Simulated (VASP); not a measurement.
Crystal: InAs.

```
CELL_PARAMETERS angstrom
0.00000 3.07719 3.07719
3.07719 0.00000 3.07719
3.07719 3.07719 0.00000
ATOMIC_POSITIONS crystal
In 0.00000 0.00000 0.00000
As 0.75000 0.75000 0.75000
```

Base run:

* Program: VASP 6.6.1
* Functional: PBEsol
* Dispersion: D3(BJ)
* Potentials or basis: VASP PAW PBE potentials, release 64 (In_d, As)
* Cutoff: 520 eV
* k mesh: 8 × 8 × 8
* Occupations: fermi-dirac, width 0.05 eV
* Spin: no spin polarisation

Its results: band gap on the k mesh zero (filled and empty bands touch); pressure -3.3 GPa.

Task: After a change of settings the same cell gave: band gap on the k mesh zero (filled and empty bands touch); pressure -1.6 GPa. Which change was it?
A. dispersion from D3(BJ) to none; further incar settings from ALGO = Normal; EDIFF = 1e-07; NBANDS = 16 to ALGO = Normal; EDIFF = 1e-06; NBANDS = 16
B. functional from PBEsol to PBE; dispersion from D3(BJ) to none
C. occupations from fermi-dirac, width 0.05 eV to gaussian, width 0.01 eV

Result: A.

Caveats: the PAW data sets were made with another functional, which shifts forces and pressure a little; spin-orbit coupling is left out, which moves the levels of the heavy elements; pairwise dispersion overbinds metals, which lowers pressure and volume (some runs).
